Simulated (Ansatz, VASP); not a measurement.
# Pt2Se in VASP and in Ansatz

The input INCAR:

```
SYSTEM = Pt2Se
ALGO     = Normal         ! electronic algorithm
EDIFF    = 1E-7           ! SCF threshold, eV
EDIFFG   = -0.04          ! ionic threshold
ENCUT    = 600            ! plane-wave cutoff, eV
GGA      = PE             ! functional
IBRION   = 2              ! ionic algorithm
ISIF     = 3              ! what is computed and relaxed
ISMEAR   = 0              ! smearing method
LASPH    = .TRUE.         ! aspherical terms in the spheres
LCHARG   = .FALSE.        ! write CHGCAR
LREAL    = .FALSE.        ! projectors in reciprocal space
LWAVE    = .FALSE.        ! write WAVECAR
NELM     = 100            ! most SCF steps
NSW      = 90             ! ionic steps
PREC     = Accurate       ! precision mode
SIGMA    = 0.1            ! smearing width, eV
```

File KPOINTS:

```
k-points
0
G
  4 4 6
  0 0 0
```

Contents of POSCAR:

```
Pt2Se
1.0
    4.8062210766      0.0000000000      0.0000000000
    0.0000000000      5.8659557333      0.0000000000
    0.0000000000      0.0000000000      3.6619239198
Pt Se
4 2
Direct
    0.2004000000      0.3787000000      0.0000000000
    0.7996000000      0.6213000000      0.0000000000
    0.7004000000      0.1213000000      0.5000000000
    0.2996000000      0.8787000000      0.5000000000
    0.0000000000      0.0000000000      0.0000000000
    0.5000000000      0.5000000000      0.5000000000
```

Input for Ansatz:

```yaml
crystal:
  lattice:
    - [4.8062210766, 0.0, 0.0]
    - [0.0, 5.8659557333, 0.0]
    - [0.0, 0.0, 3.6619239198]
  atoms:
    - { symbol: Pt, position: [0.2004, 0.3787, 0.0] }
    - { symbol: Pt, position: [0.7996, 0.6213, 0.0] }
    - { symbol: Pt, position: [0.7004, 0.1213, 0.5] }
    - { symbol: Pt, position: [0.2996, 0.8787, 0.5] }
    - { symbol: Se, position: [0.0, 0.0, 0.0] }
    - { symbol: Se, position: [0.5, 0.5, 0.5] }
basis:
  ecutwfc: 420
kpoints:
  mp_grid: { grid: [4, 4, 6] }
hamiltonian:
  xc: pbe
scf:
  occupations: { method: gaussian, width: 0.1 }
  lower_state_search: "off"
output:
  forces: true
  stress: true
  eigenvalues: true
relax:
  adjacent_minimum: "off"
  f_tol: 0.04
  max_steps: 70
  cell: { stress_tol: 0.4 }
```

Alike in both runs: task relaxation of cell and atoms; functional PBE; k mesh 4 × 4 × 6; occupations gaussian, width 0.1 eV; no spin polarisation.

```csv
,VASP,Ansatz
version,VASP 6.6.1,Ansatz 0.2.0
potentials or method,"VASP PAW PBE potentials, release 64 (Pt, Se), cutoff 600 eV","scalar-relativistic, plane waves, PAW"
valence electrons in the cell,52,104
```

```tsv
	VASP	Ansatz	Ansatz less VASP
gap on the k mesh at the Fermi level, each at its own relaxed structure (eV)	none	none	-
relaxed volume (Å³/atom)	17.32	17.34	+0.027
relaxed cell length with the largest relative difference (Å)	3.486	3.511	+0.0242
```

A gap of «none» marks a metal or a gap that the smearing closes. VASP's potentials hold 52 valence electrons a cell and Ansatz's 104, so a difference there can come from the potentials and not from the codes.

Spin-orbit coupling is off throughout.
